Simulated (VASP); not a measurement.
Set up this calculation in VASP 6.6.1, as the native input.

* Task: single point
* Functional: PBEsol
* Potentials or basis: VASP PAW PBE potentials, release 64 (S, Cd)
* Cutoff: 520 eV
* k mesh: 9 × 9 × 1
* Occupations: gaussian, width 0.05 eV
* Spin: no spin polarisation
* Dipole correction: yes
* Further INCAR settings: ALGO = Normal; EDIFF = 1e-06; NBANDS = 36

The structure of CdS lies in POSCAR:

```
CdS
1.0
    4.0583734772      0.0000000000      0.0000000000
   -2.0291867386      3.5146545293      0.0000000000
    0.0000000000      0.0000000000     32.3726251003
S Cd
3 3
Direct
    0.5829933389      0.4170278923      0.5523418291
    0.9184188605      0.0816007545      0.6582389936
    0.2536622303      0.7463559080      0.7645779580
    0.9164306113      0.0835906375      0.5733644205
    0.2518090650      0.7482105541      0.6786479165
    0.5869776943      0.4130404338      0.7785119095
```

The input as run:

INCAR

```
PREC = Accurate
ENCUT = 520
EDIFF = 1E-6
ISMEAR = 0
SIGMA = 0.05
LREAL = F
LASPH = T
NELM = 60
ALGO = Normal
ISIF = 2
LWAVE = F
LCHARG = F
LDIPOL = T
IDIPOL = 3
DIPOL = 0.5 0.5 0.668
GGA = PS
NBANDS = 36
```

KPOINTS

```
regular mesh
0
Gamma
  9 9 1
```

Potentials or basis: VASP PAW PBE potentials, release 64 (S, Cd).

Command:

```console
$ cat potpaw_PBE.64/S/POTCAR potpaw_PBE.64/Cd/POTCAR > POTCAR
$ mpirun -np 1 vasp_std > vasp.out
```

Results of the run:

- Largest force: 0.076 eV/Å
- Band gap on the k mesh: zero (bands 27 and 28 overlap by 0.17 eV)

Caveat: the PAW data sets were made with another functional, which shifts forces and pressure a little.

Run time: 7.9 min on 1 thread of AMD EPYC 9R45 96-Core Processor (Zen 5) (shared host), peak memory 0.65 GiB.
